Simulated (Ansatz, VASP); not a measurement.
## Two plane-wave programs on Zr3Si2

Contents of INCAR:

```
SYSTEM = Zr3Si2
PREC     = Accurate       ! precision mode
ENCUT    = 520            ! plane-wave cutoff, eV
EDIFF    = 1E-7           ! SCF threshold, eV
ISMEAR   = 0              ! smearing method
SIGMA    = 0.15           ! smearing width, eV
LREAL    = .False.        ! projectors in reciprocal space
LASPH    = .True.         ! aspherical terms in the spheres
NELM     = 80             ! most SCF steps
ALGO     = Fast           ! electronic algorithm
ISIF     = 2              ! what is computed and relaxed
LWAVE    = .False.        ! write WAVECAR
LCHARG   = .True.         ! write CHGCAR
GGA      = PS             ! functional
LELF     = .True.         ! ELF
LVHAR    = .True.       
NBANDS   = 55             ! bands
```

File KPOINTS:

```
Automatic mesh
0
Gamma
  6 6 12
  0 0 0
```

Contents of POSCAR:

```
Zr3Si2
1.0
    7.0655778226      0.0000000000      0.0000000000
    0.0000000000      7.0655778226      0.0000000000
    0.0000000000      0.0000000000      3.6444907344
Zr Si
6 4
Direct
    0.1744786440      0.6744786440      0.5000000000
    0.8255213560      0.3255213560      0.5000000000
    0.3255213560      0.1744786440      0.5000000000
    0.6744786440      0.8255213560      0.5000000000
    0.0000000000      0.0000000000      0.0000000000
    0.5000000000      0.5000000000      0.0000000000
    0.6223900172      0.1223900172      0.0171491724
    0.3776099828      0.8776099828      0.0171491724
    0.8776099828      0.6223900172      0.0171491724
    0.1223900172      0.3776099828      0.0171491724
```

Input for Ansatz:

```yaml
crystal:
  lattice:
    - [7.0655778226, 0.0, 0.0]
    - [0.0, 7.0655778226, 0.0]
    - [0.0, 0.0, 3.6444907344]
  atoms:
    - { symbol: Zr, position: [0.174478644, 0.674478644, 0.5] }
    - { symbol: Zr, position: [0.825521356, 0.325521356, 0.5] }
    - { symbol: Zr, position: [0.325521356, 0.174478644, 0.5] }
    - { symbol: Zr, position: [0.674478644, 0.825521356, 0.5] }
    - { symbol: Zr, position: [0.0, 0.0, 0.0] }
    - { symbol: Zr, position: [0.5, 0.5, 0.0] }
    - { symbol: Si, position: [0.6223900172, 0.1223900172, 0.0171491724] }
    - { symbol: Si, position: [0.3776099828, 0.8776099828, 0.0171491724] }
    - { symbol: Si, position: [0.8776099828, 0.6223900172, 0.0171491724] }
    - { symbol: Si, position: [0.1223900172, 0.3776099828, 0.0171491724] }
basis:
  ecutwfc: 420
kpoints:
  mp_grid: { grid: [6, 6, 12] }
hamiltonian:
  xc: pbesol
scf:
  occupations: { method: gaussian, width: 0.15 }
output:
  forces: true
  stress: true
  eigenvalues: true
  write_density: true
  write_potential: true
  elf: true
  volumetric_format: npy
```

Change from the starting cell: all Si atoms moved +0.062 Å, as atom 7 along Cartesian [0 0 1].

Alike in both runs: task single point; functional PBEsol; k mesh 6 × 6 × 12; occupations gaussian, width 0.15 eV; no spin polarisation.

|  | VASP | Ansatz |
| --- | --- | --- |
| version | VASP 6.6.1 | Ansatz 0.2.0 |
| potentials or method | VASP PAW PBE potentials, release 64 (Zr_sv, Si), cutoff 520 eV | scalar-relativistic, plane waves, PAW |
| valence electrons in the cell | 88 | 88 |

|  | VASP | Ansatz | Ansatz less VASP |
| --- | --- | --- | --- |
| gap on the k mesh at the Fermi level (eV) | none | none | - |
| pressure (GPa) | 0.3 | 0.2 | -0.17 |
| traceless stress, the component that is largest in VASP (GPa) | 0.07 | 0.08 | +0.008 |
| rms of the force components (eV/Å) | 0.262 | 0.260 | -0.0013 |

VASP's potentials were made for PBE, not for PBEsol. Atom by atom the forces differ by 0.002 eV/Å (rms over components). A gap of «none» marks a metal or a gap that the smearing closes.
